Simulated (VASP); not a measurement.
# SiB3W in VASP: a series of runs

Runs on SiB3W. Level: PBE. Tasks: single point, relaxation of cell and atoms.

Everything below comes from runs of VASP 6.6.1. Logs are shortened: lines on timing, memory, paths and dates and some standing lists are left out, and cuts for length are marked.

## 1. The cell of the first run

It takes space group P6/mmm (No. 191, hexagonal). The conventional cell has a = 4.315 Å, b = 4.315 Å, c = 4.785 Å, α = 90.00°, β = 90.00°, γ = 120.00°. Within 3.3 Å of Si (site symmetry 6/mmm) lie 2 W at 2.39 Å and 12 B at 3.22 Å. Within 2.9 Å of B (site symmetry mmm) lie 2 W at 2.16 Å and 4 B at 2.16 Å. W (site symmetry 6/mmm) has 6 B at 2.16 Å and 2 Si at 2.39 Å within 2.9 Å.

## 2. Single point, PBE

The input, INCAR:

```
  PREC = Accurate
  ENCUT = 500
  EDIFF = 1E-6
  ISMEAR = 1
  SIGMA = 0.1
  LREAL = False
  LASPH = True
  NELM = 120
  ALGO = Normal
  ISIF = 2
  LWAVE = False
  LCHARG = False
  GGA = PE
  NBANDS = 22
  GGA_COMPAT = False
```

The input, KPOINTS:

```
Automatic mesh
0
Gamma
  12 12 8
```

The input, POSCAR:

```
SiB3W
1.0
    4.3153775701      0.0000000000      0.0000000000
   -2.1576887850      3.7372266027      0.0000000000
    0.0000000000      0.0000000000      4.7851236036
Si B W
1 3 1
Direct
    0.0000000000      0.0000000000      0.0000000000
    0.5000000000      0.0000000000      0.5000000000
    0.0000000000      0.5000000000      0.5000000000
    0.5000000000      0.5000000000      0.5000000000
    0.0000000000      0.0000000000      0.5000000000
```

Potentials or basis: VASP PAW PBE potentials, release 64 (Si, B, W_sv).

Command:

```console
$ cat potpaw_PBE.64/Si/POTCAR potpaw_PBE.64/B/POTCAR potpaw_PBE.64/W_sv/POTCAR > POTCAR
$ mpirun -np 1 vasp_std > vasp.out
```

OUTCAR:

```text
PREC = Accurate
   ENCUT = 500
   EDIFF = 1E-6
   ISMEAR = 1
   LREAL = False
   LASPH = True
   NELM = 120
   ISIF = 2
   GGA = PE

 ion  position               nearest neighbor table
   1  0.000  0.000  0.000-   5 2.39   5 2.39
   2  0.500  0.000  0.500-   5 2.16   5 2.16   4 2.16   4 2.16   3 2.16   3 2.16
   3  0.000  0.500  0.500-   4 2.16   4 2.16   5 2.16   5 2.16   2 2.16   2 2.16
   4  0.500  0.500  0.500-   3 2.16   3 2.16   2 2.16   2 2.16   5 2.16   5 2.16
   5  0.000  0.000  0.500-   2 2.16   2 2.16   3 2.16   3 2.16   4 2.16   4 2.16   1 2.39   1 2.39

  LATTYP: Found a hexagonal cell.
 ALAT       =     4.3153775701
 C/A-ratio  =     1.1088539823

  Lattice vectors:

 A1 = (   4.3153775701,   0.0000000000,   0.0000000000)
 A2 = (  -2.1576887850,   3.7372266027,   0.0000000000)
 A3 = (   0.0000000000,   0.0000000000,   4.7851236036)

Analysis of symmetry for initial positions (statically):
=====================================================================
 Subroutine PRICEL returns:
 Original cell was already a primitive cell.

 Routine SETGRP: Setting up the symmetry group for a
 hexagonal supercell.

 Subroutine GETGRP returns: Found 24 space group operations
 (whereof 24 operations were pure point group operations)
 out of a pool of 24 trial point group operations.

The static configuration has the point symmetry D_6h.

Analysis of symmetry for dynamics (positions and initial velocities):
=====================================================================
 Subroutine PRICEL returns:
 Original cell was already a primitive cell.

 Routine SETGRP: Setting up the symmetry group for a
 hexagonal supercell.

 Subroutine GETGRP returns: Found 24 space group operations
 (whereof 24 operations were pure point group operations)
 out of a pool of 24 trial point group operations.

The dynamic configuration has the point symmetry D_6h.

 Subroutine INISYM returns: Found 24 space group operations
 (whereof 24 operations are pure point group operations),
 and found     1 'primitive' translations

----------------------------------------------------------------------------------------

                                     Primitive cell

  volume of cell :      77.1723

  direct lattice vectors                    reciprocal lattice vectors
     4.315377570  0.000000000  0.000000000     0.231729434  0.133789051  0.000000000
    -2.157688785  3.737226603  0.000000000     0.000000000  0.267578102  0.000000000
     0.000000000  0.000000000  4.785123604     0.000000000  0.000000000  0.208981018

  length of vectors
     4.315377570  4.315377570  4.785123604     0.267578102  0.267578102  0.208981018

  position of ions in fractional coordinates (direct lattice)
     0.000000000  0.000000000  0.000000000
     0.500000000  0.000000000  0.500000000
     1.000000000  0.500000000  0.500000000
     0.500000000  0.500000000  0.500000000
     0.000000000  0.000000000  0.500000000

  ion indices of the primitive-cell ions
   primitive index   ion index
                 1           1
                 2           2
                 3           3
                 4           4
                 5           5

----------------------------------------------------------------------------------------

 KPOINTS: Automatic mesh

Automatic generation of k-mesh.
 Grid dimensions read from file:
 generate k-points for:   12   12    8

 Generating k-lattice:

  Cartesian coordinates                     Fractional coordinates (reciprocal lattice)
     0.019310786  0.011149088  0.000000000     0.083333333  0.000000000  0.000000000
     0.000000000  0.022298175  0.000000000     0.000000000  0.083333333  0.000000000
     0.000000000  0.000000000  0.026122627     0.000000000  0.000000000  0.125000000

  Length of vectors
     0.022298175  0.022298175  0.026122627

  Shift w.r.t. Gamma in fractional coordinates (k-lattice)
     0.000000000  0.000000000  0.000000000

 Subroutine IBZKPT returns following result:
 ===========================================

 Found     95 irreducible k-points:

 Following reciprocal coordinates:
            Coordinates               Weight
  0.000000  0.000000  0.000000      1.000000
  0.083333  0.000000  0.000000      6.000000
  0.166667  0.000000  0.000000      6.000000
  0.250000  0.000000  0.000000      6.000000
  0.333333  0.000000  0.000000      6.000000
  0.416667  0.000000  0.000000      6.000000
[... 16 lines left out ...]
  0.250000  0.000000  0.125000     12.000000
  0.333333  0.000000  0.125000     12.000000
 [... further k-points ...]
   k-points           NKPTS =     95   k-points in BZ     NKDIM =     95   number of bands    NBANDS=     22
   number of dos      NEDOS =    301   number of ions     NIONS =      5
   total plane-waves  NPLWV =  36864
   dimension x,y,z NGX =    32 NGY =   32 NGZ =   36
   dimension x,y,z NGXF=    64 NGYF=   64 NGZF=   72
   ions per type =               1   3   1
   NGX,Y,Z   is equivalent  to a cutoff of  12.33, 12.33, 12.51 a.u.
   NGXF,Y,Z  is equivalent  to a cutoff of  24.66, 24.66, 25.01 a.u.
 SYSTEM =  unknown system
   PREC   = accura    normal or accurate (medium, high low for compatibility)
   ISTART =      0    job   : 0-new  1-cont  2-samecut
   ICHARG =      2    charge: 1-file 2-atom 10-const
   ISPIN  =      1    spin polarized calculation?
   LNONCOLLINEAR =      F non collinear calculations
   LSORBIT =      F    spin-orbit coupling
   LASPH  =      T    aspherical Exc in radial PAW
   ENCUT  =  500.0 eV  36.75 Ry    6.06 a.u.   7.87  7.87  8.72*2*pi/ulx,y,z
   NELM   =    120;   NELMIN=  2; NELMDL= -5     # of ELM steps
   EDIFF  = 0.1E-05   stopping-criterion for ELM
   LREAL  =      F    real-space projection
   EDIFFG = 0.1E-04   stopping-criterion for IOM
   NSW    =      0    number of steps for IOM
   IBRION =     -1    ionic relax: 0-MD 1-quasi-New 2-CG
   NFREE  =      0    steps in history (QN), initial steepest desc. (CG)
   ISIF   =      2    stress and relaxation
   ISYM   =      2    0-nonsym 1-usesym 2-fastsym
   POTIM  = 0.5000    time-step for ionic-motion
   TEBEG  =    0.0;   TEEND  =   0.0 temperature during run
   PSTRESS=    0.0 pullay stress
   NELECT =      27.0000    total number of electrons
   NUPDOWN=      -1.0000    fix difference up-down
   EMIN   =  10.00;   EMAX   =-10.00  energy-range for DOS
   EFERMI =   0.00;   METHOD = LEGACY
   ISMEAR =     1;   SIGMA  =   0.10  broadening in eV -4-tet -1-fermi 0-gaus
   EFERMI_NEDOS =   21; number of points for ismear=-14 and -15
   IALGO  =     38    algorithm
   IMIX   =      4    mixing-type and parameters
     AMIX     =   0.40;   BMIX     =  1.00
     AMIX_MAG =   1.60;   BMIX_MAG =  1.00
  volume/ion in A,a.u.               =      15.43       104.16
  Fermi-wavevector in a.u.,A,eV,Ry     =   1.153566  2.179923 18.105457  1.330714
  Thomas-Fermi vector in A             =   2.290209
   LORBIT       =      0    0 simple, 1 ext, 2 COOP (PROOUT), +10 PAW based schemes
   GGA     = PE    functional components
   LHFCALC =     F    Hartree Fock is set to
   AEXX    =    0.0000 exact exchange contribution
   IVDW    =     0    specifies the selected vdW correction
   LEPSILON=     F    determine dielectric tensor
   LRPA    =     F    only Hartree local field effects (RPA)
 non-spin polarized calculation
 Methfessel and Paxton  Order N= 1 SIGMA  =   0.10
  energy-cutoff  :      500.00
  volume of cell :       77.17
 maximum number of plane-waves:      1980
 NGX is ok and might be reduce to    32
   NGX = 15   NGY = 15   NGZ = 17

 number of electron      27.0000002 magnetization

 Free energy of the ion-electron system (eV)
  ---------------------------------------------------
  ext. energy  EPLUGINS =         0.00000000
  ---------------------------------------------------
  free energy    TOTEN  =       -34.57095078 eV

  energy without entropy =      -34.57040927  energy(sigma->0) =      -34.57077028

 E-fermi :   4.7405     XC(G=0):  -9.9130

 val. band max:        4.7328263764   @ k =   0.4167   0.0000   0.1250
 cond. band min:       4.7450044665   @ k =   0.3333   0.0000   0.1250
 fundamental gap:      0.0121780901
 Fermi energy:         4.7405105336

 k-point     1 :       0.0000    0.0000    0.0000
  band No.  band energies     occupation
      1     -68.1664      2.00000
      2     -32.6525      2.00000
      3     -32.6009      2.00000
      4     -32.6009      2.00000
      5      -6.7950      2.00000
      6      -2.8693      2.00000
[... 14 lines left out ...]
     21      10.5693      0.00000
     22      11.4310      0.00000

 k-point     2 :       0.0833    0.0000    0.0000
  band No.  band energies     occupation
      1     -68.1664      2.00000
      2     -32.6524      2.00000
      3     -32.6010      2.00000
      4     -32.6008      2.00000
      5      -6.7188      2.00000
      6      -2.8536      2.00000
[... 14 lines left out ...]
     21      10.8072      0.00000
     22      10.8895      0.00000

 k-point     3 :       0.1667    0.0000    0.0000
  band No.  band energies     occupation
      1     -68.1664      2.00000
      2     -32.6521      2.00000
      3     -32.6010      2.00000
      4     -32.6006      2.00000
      5      -6.4931      2.00000
      6      -2.8151      2.00000
[... 14 lines left out ...]
     21      10.2155      0.00000
     22      10.9030      0.00000

 k-point     4 :       0.2500    0.0000    0.0000
  band No.  band energies     occupation
      1     -68.1664      2.00000
      2     -32.6517      2.00000
      3     -32.6011      2.00000
      4     -32.6002      2.00000
      5      -6.1273      2.00000
      6      -2.7902      2.00000
[... 14 lines left out ...]
     21       9.7096      0.00000
     22      10.6882      0.00000

 k-point     5 :       0.3333    0.0000    0.0000
  band No.  band energies     occupation
      1     -68.1665      2.00000
      2     -32.6513      2.00000
      3     -32.6013      2.00000
      4     -32.5998      2.00000
      5      -5.6421      2.00000
      6      -3.0338      2.00000
[... 14 lines left out ...]
     21       9.8209      0.00000
     22      10.4318      0.00000

 k-point     6 :       0.4167    0.0000    0.0000
  band No.  band energies     occupation
      1     -68.1665      2.00000
      2     -32.6510      2.00000
      3     -32.6013      2.00000
      4     -32.5995      2.00000
      5      -5.0868      2.00000
      6      -3.5782      2.00000
[... 14 lines left out ...]
     21       9.9905      0.00000
     22      10.2368      0.00000

 k-point     7 :       0.5000    0.0000    0.0000
  band No.  band energies     occupation
      1     -68.1665      2.00000
      2     -32.6509      2.00000
      3     -32.6014      2.00000
      4     -32.5994      2.00000
      5      -4.7077      2.00000
      6      -3.9518      2.00000
[... 324 lines left out ...]
      6      -2.8820      2.00000
[... 14 lines left out ...]
     21      10.8402      0.00000
     22      11.5675      0.00000

 k-point    21 :       0.0833    0.0000    0.1250
  band No.  band energies     occupation
      1     -68.1663      2.00000
      2     -32.6532      2.00000
      3     -32.6010      2.00000
      4     -32.6008      2.00000
      5      -6.6704      2.00000
      6      -2.8620      2.00000
[... 14 lines left out ...]
     21      10.9543      0.00000
     22      11.0715      0.00000

 k-point    22 :       0.1667    0.0000    0.1250
  band No.  band energies     occupation
      1     -68.1664      2.00000
      2     -32.6529      2.00000
      3     -32.6010      2.00000
      4     -32.6005      2.00000
      5      -6.4438      2.00000
      6      -2.8105      2.00000
[... 14 lines left out ...]
     21      10.2541      0.00000
     22      11.1278      0.00000

 k-point    23 :       0.2500    0.0000    0.1250
  band No.  band energies     occupation
      1     -68.1664      2.00000
      2     -32.6525      2.00000
      3     -32.6011      2.00000
      4     -32.6002      2.00000
      5      -6.0767      2.00000
      6      -2.7627      2.00000
[... 14 lines left out ...]
     21       9.7431      0.00000
     22      10.9350      0.00000

 k-point    24 :       0.3333    0.0000    0.1250
  band No.  band energies     occupation
      1     -68.1665      2.00000
      2     -32.6521      2.00000
      3     -32.6012      2.00000
      4     -32.5998      2.00000
      5      -5.5891      2.00000
      6      -2.9995      2.00000
[... 14 lines left out ...]
     21       9.7668      0.00000
     22      10.6723      0.00000

 [... further k-points ...]

------------------------ aborting loop because EDIFF is reached ----------------------------------------

  FORCE on cell =-STRESS in cart. coord.  units (eV):
  Direction    XX          YY          ZZ          XY          YZ          ZX
  --------------------------------------------------------------------------------------
  -------------------------------------------------------------------------------------
  Total        0.0359859      0.0359859      0.0428907      0.0000000     -0.0000000      0.0000000
  in kB        0.7471048      0.7471048      0.8904552      0.0000000     -0.0000000      0.0000000
  external PRESSURE =       0.7948883 kB  Pullay stress =       0.0000000 kB

 VOLUME and BASIS-vectors are now :
 -----------------------------------------------------------------------------
  energy-cutoff  :      500.00
  volume of cell :       77.17
      direct lattice vectors                 reciprocal lattice vectors
     4.315377570  0.000000000  0.000000000     0.231729434  0.133789051  0.000000000
    -2.157688785  3.737226603  0.000000000     0.000000000  0.267578102  0.000000000
     0.000000000  0.000000000  4.785123604     0.000000000  0.000000000  0.208981018

 POSITION                                       TOTAL-FORCE (eV/Angst)
 -----------------------------------------------------------------------------------
      0.00000      0.00000      0.00000        -0.000000      0.000000      0.000000
      2.15769      0.00000      2.39256        -0.000000      0.000000      0.000000
     -1.07884      1.86861      2.39256         0.000000      0.000000      0.000000
      1.07884      1.86861      2.39256        -0.000000      0.000000      0.000000
      0.00000      0.00000      2.39256        -0.000000      0.000000      0.000000
 -----------------------------------------------------------------------------------
    total drift:                                0.000000      0.000000     -0.000000

  FREE ENERGIE OF THE ION-ELECTRON SYSTEM (eV)
  ---------------------------------------------------
  free  energy   TOTEN  =       -34.5709507837 eV

  energy  without entropy=      -34.5704092743  energy(sigma->0) =      -34.57077028
```

It took 47 s on 1 thread of Intel Xeon 6975P-C (Granite Rapids), shared host; peak memory 0.29 GiB.

Results:

```
Free energy            : -34.5710 eV
Pressure               : 0.1 GPa
Band gap on the k mesh : zero (an odd number of electrons rules out a gap without spin polarisation)
```

Caveat: spin-orbit coupling is left out, which moves the levels of the heavy elements.

## 3. Single point, PBE

This run uses another cell than the first one, of 7.19 Å³/atom.

The input, INCAR:

```
PREC     = Accurate       # precision mode
ENCUT    = 520            # plane-wave cutoff, eV
EDIFF    = 1E-6           # SCF threshold, eV
ISMEAR   = 0              # smearing method
SIGMA    = 0.1            # smearing width, eV
LREAL    = F              # projectors in reciprocal space
LASPH    = T              # aspherical terms in the spheres
NELM     = 100            # most SCF steps
ALGO     = Normal         # electronic algorithm
ISIF     = 2              # what is computed and relaxed
LWAVE    = F              # write WAVECAR
LCHARG   = F              # write CHGCAR
GGA      = PE             # functional
NBANDS   = 22             # bands
```

The input, KPOINTS:

```
regular mesh
0
Gamma
  6 6 4
```

The input, POSCAR:

```
SiB3W
1.0
    2.7352887400      0.0000000000      0.0000000000
   -1.3676443700      2.3688295400      0.0000000000
    0.0000000000      0.0000000000      5.5455486500
Si B W
1 3 1
Direct
    0.0000000000      0.0000000000      0.0000000000
    0.4544598600      0.0000000000      0.5000000000
    0.0000000000      0.4544598600      0.5000000000
    0.5455401400      0.5455401400      0.5000000000
    0.0000000000      0.0000000000      0.5000000000
```

Potentials or basis: VASP PAW PBE potentials, release 64 (Si, B, W_sv).

Command:

```console
$ cat potpaw_PBE.64/Si/POTCAR potpaw_PBE.64/B/POTCAR potpaw_PBE.64/W_sv/POTCAR > POTCAR
$ mpirun -np 1 vasp_std > vasp.out
```

Run time: 15 s. Hardware: 1 thread of Intel Xeon 8259CL, shared host; peak memory 0.16 GiB.

The run converged, but its numbers aren't listed here, since they failed a check.

Caveat: the k points lie up to 0.44 Å⁻¹ apart, too coarse for converged energies and pressures of a metal; atoms lie so close that the PAW spheres overlap strongly, which falsifies energies and pressures; spin-orbit coupling is left out, which moves the levels of the heavy elements; forces of over 1 eV/Å act on the atoms, so gaps and moduli don't describe the material at rest.

(Continued in part 2 of 2.)
